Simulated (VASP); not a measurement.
# Rb (Fd-3m) in VASP: notebook

Rb is run at these levels: PBE; tasks: single point, relaxation of cell and atoms.

All numbers are computed with VASP 6.6.1; they aren't measurements. Logs are shortened: lines on timing, memory, paths and dates and some standing lists are left out, and cuts for length are marked.

**1. The cell of the first run**

It takes space group Fd-3m (No. 227, cubic). Conventional cell: a = 10.445 Å, b = 10.445 Å, c = 10.445 Å, α = 90.00°, β = 90.00°, γ = 90.00°.

**2. Single point, PBE**

File INCAR:

```
PREC     = Accurate       # precision mode
ENCUT    = 520            # plane-wave cutoff, eV
EDIFF    = 1E-6           # SCF threshold, eV
ISMEAR   = -1             # smearing method
SIGMA    = 0.08           # smearing width, eV
LREAL    = False          # projectors in reciprocal space
LASPH    = True           # aspherical terms in the spheres
NELM     = 100            # most SCF steps
ALGO     = Normal         # electronic algorithm
ISIF     = 2              # what is computed and relaxed
LWAVE    = False          # write WAVECAR
LCHARG   = True           # write CHGCAR
GGA      = PE             # functional
LELF     = True           # ELF
LVHAR    = True         
NBANDS   = 16             # bands
```

File KPOINTS:

```
regular mesh
0
Gamma
  7 7 7
```

File POSCAR:

```
Rb
1.0
    0.0000000000      5.2226908086      5.2226908086
    5.2226908086      0.0000000000      5.2226908086
    5.2226908086      5.2226908086      0.0000000000
Rb
2
Direct
   -0.1250000000     -0.1250000000     -0.1250000000
    0.1250000000      0.1250000000      0.1250000000
```

Potentials or basis: VASP PAW PBE potentials, release 64 (Rb_sv).

The run is started by

```console
$ cat potpaw_PBE.64/Rb_sv/POTCAR > POTCAR
$ mpirun -np 1 vasp_std > vasp.out
```

OUTCAR:

```text
PREC = Accurate
   ENCUT = 520
   EDIFF = 1E-6
   ISMEAR = -1
   LREAL = False
   LASPH = True
   NELM = 100
   ISIF = 2
   GGA = PE

 ion  position               nearest neighbor table
   1  0.875  0.875  0.875-   2 4.52   2 4.52   2 4.52   2 4.52
   2  0.125  0.125  0.125-   1 4.52   1 4.52   1 4.52   1 4.52

  LATTYP: Found a face centered cubic cell.
 ALAT       =    10.4453816172

  Lattice vectors:

 A1 = (   0.0000000000,   5.2226908086,   5.2226908086)
 A2 = (   5.2226908086,   0.0000000000,   5.2226908086)
 A3 = (   5.2226908086,   5.2226908086,   0.0000000000)

Analysis of symmetry for initial positions (statically):
=====================================================================
 Subroutine PRICEL returns:
 Original cell was already a primitive cell.

 Routine SETGRP: Setting up the symmetry group for a
 face centered cubic supercell.

 Subroutine GETGRP returns: Found 48 space group operations
 (whereof 12 operations were pure point group operations)
 out of a pool of 48 trial point group operations.

The static configuration has the point symmetry D_3d.
 The point group associated with its full space group is O_h .

Analysis of symmetry for dynamics (positions and initial velocities):
=====================================================================
 Subroutine PRICEL returns:
 Original cell was already a primitive cell.

 Routine SETGRP: Setting up the symmetry group for a
 face centered cubic supercell.

 Subroutine GETGRP returns: Found 48 space group operations
 (whereof 12 operations were pure point group operations)
 out of a pool of 48 trial point group operations.

The dynamic configuration has the point symmetry D_3d.
 The point group associated with its full space group is O_h .

 Subroutine INISYM returns: Found 48 space group operations
 (whereof 12 operations are pure point group operations),
 and found     1 'primitive' translations

----------------------------------------------------------------------------------------

                                     Primitive cell

  volume of cell :     284.9134

  direct lattice vectors                    reciprocal lattice vectors
     0.000000000  5.222690809  5.222690809    -0.095736091  0.095736091  0.095736091
     5.222690809  0.000000000  5.222690809     0.095736091 -0.095736091  0.095736091
     5.222690809  5.222690809  0.000000000     0.095736091  0.095736091 -0.095736091

  length of vectors
     7.386000174  7.386000174  7.386000174     0.165819773  0.165819773  0.165819773

  position of ions in fractional coordinates (direct lattice)
     0.875000000  0.875000000  0.875000000
     0.125000000  0.125000000  0.125000000

  ion indices of the primitive-cell ions
   primitive index   ion index
                 1           1
                 2           2

----------------------------------------------------------------------------------------

 KPOINTS: regular mesh

Automatic generation of k-mesh.
 Grid dimensions read from file:
 generate k-points for:    7    7    7

 Generating k-lattice:

  Cartesian coordinates                     Fractional coordinates (reciprocal lattice)
    -0.013676584  0.013676584  0.013676584     0.142857143  0.000000000  0.000000000
     0.013676584 -0.013676584  0.013676584     0.000000000  0.142857143  0.000000000
     0.013676584  0.013676584 -0.013676584     0.000000000  0.000000000  0.142857143

  Length of vectors
     0.023688539  0.023688539  0.023688539

  Shift w.r.t. Gamma in fractional coordinates (k-lattice)
     0.000000000  0.000000000  0.000000000

 Subroutine IBZKPT returns following result:
 ===========================================

 Found     20 irreducible k-points:

 Following reciprocal coordinates:
            Coordinates               Weight
  0.000000  0.000000  0.000000      1.000000
  0.142857  0.000000  0.000000      8.000000
  0.285714  0.000000  0.000000      8.000000
  0.428571  0.000000  0.000000      8.000000
  0.142857  0.142857  0.000000      6.000000
  0.285714  0.142857  0.000000     24.000000
[... 12 lines left out ...]
 -0.428571  0.428571  0.142857     24.000000
 -0.285714  0.428571  0.142857     24.000000
   k-points           NKPTS =     20   k-points in BZ     NKDIM =     20   number of bands    NBANDS=     16
   number of dos      NEDOS =    301   number of ions     NIONS =      2
   total plane-waves  NPLWV = 175616
   dimension x,y,z NGX =    56 NGY =   56 NGZ =   56
   dimension x,y,z NGXF=   112 NGYF=  112 NGZF=  112
   ions per type =               2
   NGX,Y,Z   is equivalent  to a cutoff of  12.60, 12.60, 12.60 a.u.
   NGXF,Y,Z  is equivalent  to a cutoff of  25.21, 25.21, 25.21 a.u.
 SYSTEM =  unknown system
   PREC   = accura    normal or accurate (medium, high low for compatibility)
   ISTART =      0    job   : 0-new  1-cont  2-samecut
   ICHARG =      2    charge: 1-file 2-atom 10-const
   ISPIN  =      1    spin polarized calculation?
   LNONCOLLINEAR =      F non collinear calculations
   LSORBIT =      F    spin-orbit coupling
   LASPH  =      T    aspherical Exc in radial PAW
   ENCUT  =  520.0 eV  38.22 Ry    6.18 a.u.  13.73 13.73 13.73*2*pi/ulx,y,z
   NELM   =    100;   NELMIN=  2; NELMDL= -5     # of ELM steps
   EDIFF  = 0.1E-05   stopping-criterion for ELM
   LREAL  =      F    real-space projection
   EDIFFG = 0.1E-04   stopping-criterion for IOM
   NSW    =      0    number of steps for IOM
   IBRION =     -1    ionic relax: 0-MD 1-quasi-New 2-CG
   NFREE  =      0    steps in history (QN), initial steepest desc. (CG)
   ISIF   =      2    stress and relaxation
   ISYM   =      2    0-nonsym 1-usesym 2-fastsym
   POTIM  = 0.5000    time-step for ionic-motion
   TEBEG  =    0.0;   TEEND  =   0.0 temperature during run
   PSTRESS=    0.0 pullay stress
   NELECT =      18.0000    total number of electrons
   NUPDOWN=      -1.0000    fix difference up-down
   EMIN   =  10.00;   EMAX   =-10.00  energy-range for DOS
   EFERMI =   0.00;   METHOD = LEGACY
   ISMEAR =    -1;   SIGMA  =   0.08  broadening in eV -4-tet -1-fermi 0-gaus
   EFERMI_NEDOS =   21; number of points for ismear=-14 and -15
   IALGO  =     38    algorithm
   IMIX   =      4    mixing-type and parameters
     AMIX     =   0.40;   BMIX     =  1.00
     AMIX_MAG =   1.60;   BMIX_MAG =  1.00
  volume/ion in A,a.u.               =     142.46       961.35
  Fermi-wavevector in a.u.,A,eV,Ry     =   0.652021  1.232140  5.784257  0.425131
  Thomas-Fermi vector in A             =   1.721807
   LORBIT       =      0    0 simple, 1 ext, 2 COOP (PROOUT), +10 PAW based schemes
   GGA     = PE    functional components
   LHFCALC =     F    Hartree Fock is set to
   AEXX    =    0.0000 exact exchange contribution
   IVDW    =     0    specifies the selected vdW correction
   LEPSILON=     F    determine dielectric tensor
   LRPA    =     F    only Hartree local field effects (RPA)
 non-spin polarized calculation
  energy-cutoff  :      520.00
  volume of cell :      284.91
 maximum number of plane-waves:      7727
   NGX = 27   NGY = 27   NGZ = 27

 number of electron      18.0000000 magnetization

 Free energy of the ion-electron system (eV)
  ---------------------------------------------------
  ext. energy  EPLUGINS =         0.00000000
  ---------------------------------------------------
  free energy    TOTEN  =        -1.36706650 eV

  energy without entropy =       -1.33317382  energy(sigma->0) =       -1.35012016

 E-fermi :  -0.7256     XC(G=0):  -4.3886

 val. band max:       -0.7943561606   @ k =  -0.2857   0.4286   0.1429
 cond. band min:      -0.7143681218   @ k =  -0.4286   0.4286   0.0000
 fundamental gap:      0.0799880388
 Fermi energy:        -0.7256213264

 k-point     1 :       0.0000    0.0000    0.0000
  band No.  band energies     occupation
      1     -30.0542      2.00000
      2     -30.0428      2.00000
      3     -14.1664      2.00000
      4     -14.1664      2.00000
      5     -14.1664      2.00000
      6     -14.0936      2.00000
[... 8 lines left out ...]
     15       1.5784      0.00000
     16       1.5784      0.00000

 k-point     2 :       0.1429    0.0000    0.0000
  band No.  band energies     occupation
      1     -30.0538      2.00000
      2     -30.0432      2.00000
      3     -14.1679      2.00000
      4     -14.1679      2.00000
      5     -14.1659      2.00000
      6     -14.0944      2.00000
[... 8 lines left out ...]
     15       1.5035      0.00000
     16       1.6764      0.00000

 k-point     3 :       0.2857    0.0000    0.0000
  band No.  band energies     occupation
      1     -30.0527      2.00000
      2     -30.0443      2.00000
      3     -14.1711      2.00000
      4     -14.1711      2.00000
      5     -14.1648      2.00000
      6     -14.0962      2.00000
[... 8 lines left out ...]
     15       1.4893      0.00000
     16       1.8808      0.00000

 k-point     4 :       0.4286    0.0000    0.0000
  band No.  band energies     occupation
      1     -30.0516      2.00000
      2     -30.0455      2.00000
      3     -14.1735      2.00000
      4     -14.1735      2.00000
      5     -14.1639      2.00000
      6     -14.0977      2.00000
[... 8 lines left out ...]
     15       1.4736      0.00000
     16       2.0811      0.00000

 k-point     5 :       0.1429    0.1429    0.0000
  band No.  band energies     occupation
      1     -30.0536      2.00000
      2     -30.0434      2.00000
      3     -14.1696      2.00000
      4     -14.1696      2.00000
      5     -14.1630      2.00000
      6     -14.0974      2.00000
[... 8 lines left out ...]
     15       1.6017      0.00000
     16       1.7910      0.00000

 k-point     6 :       0.2857    0.1429    0.0000
  band No.  band energies     occupation
      1     -30.0527      2.00000
      2     -30.0443      2.00000
      3     -14.1730      2.00000
      4     -14.1728      2.00000
      5     -14.1597      2.00000
      6     -14.1011      2.00000
[... 8 lines left out ...]
     15       1.6543      0.00000
     16       1.8751      0.00000
[... 191 lines left out ...]
 k-point    17 :       0.4286    0.2857    0.1429
  band No.  band energies     occupation
      1     -30.0517      2.00000
      2     -30.0453      2.00000
      3     -14.1779      2.00000
      4     -14.1748      2.00000
      5     -14.1540      2.00000
      6     -14.1072      2.00000
[... 8 lines left out ...]
     15       1.6547      0.00000
     16       1.9909      0.00000

 k-point    18 :      -0.4286    0.2857    0.1429
  band No.  band energies     occupation
      1     -30.0505      2.00000
      2     -30.0465      2.00000
      3     -14.1808      2.00000
      4     -14.1770      2.00000
      5     -14.1486      2.00000
      6     -14.1128      2.00000
[... 8 lines left out ...]
     15       1.7226      0.00000
     16       2.0398      0.00000

 k-point    19 :      -0.4286    0.4286    0.1429
  band No.  band energies     occupation
      1     -30.0497      2.00000
      2     -30.0474      2.00000
      3     -14.1813      2.00000
      4     -14.1801      2.00000
      5     -14.1392      2.00000
      6     -14.1224      2.00000
[... 8 lines left out ...]
     15       1.8976      0.00000
     16       2.0670      0.00000

 k-point    20 :      -0.2857    0.4286    0.1429
  band No.  band energies     occupation
      1     -30.0493      2.00000
      2     -30.0477      2.00000
      3     -14.1823      2.00000
      4     -14.1796      2.00000
      5     -14.1382      2.00000
      6     -14.1232      2.00000
[... 8 lines left out ...]
     15       1.7505      0.00000
     16       1.9279      0.00000

------------------------ aborting loop because EDIFF is reached ----------------------------------------

  FORCE on cell =-STRESS in cart. coord.  units (eV):
  Direction    XX          YY          ZZ          XY          YZ          ZX
  --------------------------------------------------------------------------------------
  -------------------------------------------------------------------------------------
  Total       -0.0172654     -0.0172654     -0.0172654     -0.0000000      0.0000000      0.0000000
  in kB       -0.0970898     -0.0970898     -0.0970898     -0.0000000      0.0000000      0.0000000
  external PRESSURE =      -0.0970898 kB  Pullay stress =       0.0000000 kB

 VOLUME and BASIS-vectors are now :
 -----------------------------------------------------------------------------
  energy-cutoff  :      520.00
  volume of cell :      284.91
      direct lattice vectors                 reciprocal lattice vectors
     0.000000000  5.222690809  5.222690809    -0.095736091  0.095736091  0.095736091
     5.222690809  0.000000000  5.222690809     0.095736091 -0.095736091  0.095736091
     5.222690809  5.222690809  0.000000000     0.095736091  0.095736091 -0.095736091

 POSITION                                       TOTAL-FORCE (eV/Angst)
 -----------------------------------------------------------------------------------
      9.13971      9.13971      9.13971        -0.000000      0.000000      0.000000
      1.30567      1.30567      1.30567         0.000000     -0.000000     -0.000000
 -----------------------------------------------------------------------------------
    total drift:                                0.000000      0.000000     -0.000000

  FREE ENERGIE OF THE ION-ELECTRON SYSTEM (eV)
  ---------------------------------------------------
  free  energy   TOTEN  =        -1.3670665044 eV

  energy  without entropy=       -1.3331738232  energy(sigma->0) =       -1.35012016
```

Run time: 1.8 min. Hardware: 1 thread of Oxide Virtual Turin-like, shared host; peak memory 0.41 GiB.

Results:

```yaml
Free_energy: -1.3671 eV
Pressure: 0.0 GPa
```

**3. Single point, PBE**

File INCAR:

```
SYSTEM = Rb
PREC     = Accurate       ! precision mode
ENCUT    = 520            ! plane-wave cutoff, eV
EDIFF    = 1E-6           ! SCF threshold, eV
ISMEAR   = -1             ! smearing method
SIGMA    = 0.08           ! smearing width, eV
LREAL    = .FALSE.        ! projectors in reciprocal space
LASPH    = .TRUE.         ! aspherical terms in the spheres
NELM     = 100            ! most SCF steps
ALGO     = Normal         ! electronic algorithm
ISIF     = 2              ! what is computed and relaxed
LWAVE    = .FALSE.        ! write WAVECAR
LCHARG   = .FALSE.        ! write CHGCAR
GGA      = PE             ! functional
NBANDS   = 16             ! bands
```

File KPOINTS:

```
regular mesh
0
G
  7 7 7
  0 0 0
```

POSCAR is that of step 2.

Potentials or basis: VASP PAW PBE potentials, release 64 (Rb_sv).

The run is started by

```console
$ cat potpaw_PBE.64/Rb_sv/POTCAR > POTCAR
$ mpirun -np 1 vasp_std > vasp.out
```

Wall time 91 s (1 thread of Oxide Virtual Turin-like, shared host); peak memory 0.41 GiB.

Results (log left out):

```yaml
Free_energy: -1.3671 eV
Pressure: 0.0 GPa
```

Levels at points of the mesh, in eV from the Fermi level:
```
           k point  band 5  band 6  band 7  band 8  band 9  band 10  band 11  band 12  band 13  band 14
(0.00, 0.00, 0.00)  -13.44  -13.37  -13.37  -13.37   -1.49     2.01     2.01     2.01     2.23     2.23
```

**4. Relaxation of cell and atoms, PBE, target pressure -0.009 GPa, at which the enthalpy is minimised**

File INCAR:

```
SYSTEM = Rb
ALGO = Normal
EDIFF = 1E-6
EDIFFG = -0.005
ENCUT = 600
GGA = PE
IBRION = 2
ISIF = 3
ISMEAR = -1
LASPH = .TRUE.
LCHARG = .FALSE.
LREAL = .FALSE.
LWAVE = .FALSE.
NELM = 100
NSW = 32
PREC = Accurate
PSTRESS = -0.09
SIGMA = 0.08
```

File KPOINTS:

```
k-points
0
G
  7 7 7
  0 0 0
```

POSCAR is that of step 3.

The run is started by

```console
$ cat potpaw_PBE.64/Rb_sv/POTCAR > POTCAR
$ mpirun -np 1 vasp_std > vasp.out
```

Wall time 98 s (1 thread of Oxide Virtual Turin-like, shared host); peak memory 0.45 GiB.

Results (log left out):

```
Free energy             : -1.3670 eV
Pressure after relaxing : 0.0 GPa
```

Final structure:
```yaml
crystal:
  lattice:
    - [0.00000, 5.22269, 5.22269]
    - [5.22269, 0.00000, 5.22269]
    - [5.22269, 5.22269, 0.00000]
  atoms:
    - { symbol: Rb, position: [0.87500, 0.87500, 0.87500] }
    - { symbol: Rb, position: [0.12500, 0.12500, 0.12500] }
```

Levels at points of the mesh, in eV from the Fermi level:
```
           k point  band 5  band 6  band 7  band 8  band 9  band 10  band 11  band 12  band 13
(0.00, 0.00, 0.00)  -13.44  -13.37  -13.37  -13.37   -1.49     2.01     2.01     2.01     2.23
```

Caveat: the relaxation stopped at its first step, so nothing moved; the cell is relaxed towards a set pressure, so the enthalpy falls and the energy may rise.
